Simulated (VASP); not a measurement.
**WS2: single point with PBEsol**

WS2, a slab with vacuum:

```xyz
6
Lattice="3.1450 0.0000 0.0000 -1.5725 2.7237 0.0000 0.0000 0.0000 24.5298" Properties=species:S:1:pos:R:3 pbc="T T T"
W     0.0000    1.8158   15.5658
W     1.5725    0.9079    8.9640
S     0.0000    1.8158    7.3336
S     1.5725    0.9079   13.9341
S     0.0000    1.8158   10.5957
S     1.5725    0.9079   17.1962
```

```
Program             : VASP 6.6.1
Task                : single point
Functional          : PBEsol
Potentials or basis : VASP PAW PBE potentials, release 64 (W_sv, S)
Cutoff              : 520 eV
k mesh              : 12 × 12 × 2
Occupations         : gaussian, width 0.05 eV
Spin                : no spin polarisation
```

```json
{
  "Largest force": "1.173 eV/Å",
  "Band gap on the k mesh": "1.55 eV (least direct gap 2.07 eV)"
}
```

Forces on the atoms (eV/Å):
```
W    0.000  0.000 -0.003
W    0.000  0.000  0.003
S    0.000  0.000  1.173
S    0.000  0.000  1.156
S    0.000  0.000 -1.156
S    0.000  0.000 -1.173
```

Levels at points of the mesh, in eV from the valence-band top:
```csv
k point,band 23,band 24,band 25,band 26,band 27,band 28,band 29,band 30
"(0.00, 0.00, 0.00)",-1.34,-1.34,-0.62,-0.10,2.87,2.87,2.90,2.90
"(0.50, 0.00, 0.00)",-1.10,-1.07,-1.04,-1.04,3.00,3.01,3.16,3.31
"(0.00, 0.00, 0.50)",-1.34,-1.34,-0.62,-0.10,2.87,2.87,2.90,2.90
"(0.50, 0.00, 0.50)",-1.10,-1.07,-1.04,-1.04,3.00,3.01,3.16,3.31
```

Wall time 7.3 min on 1 thread of Intel(R) Xeon(R) Platinum 8488C (Sapphire Rapids) (shared host), peak memory 0.45 GiB.

Caveat: there is no dipole correction, which matters where the two faces differ; the PAW data sets were made with another functional, which shifts forces and pressure a little; spin-orbit coupling is left out, which moves the levels of the heavy elements.
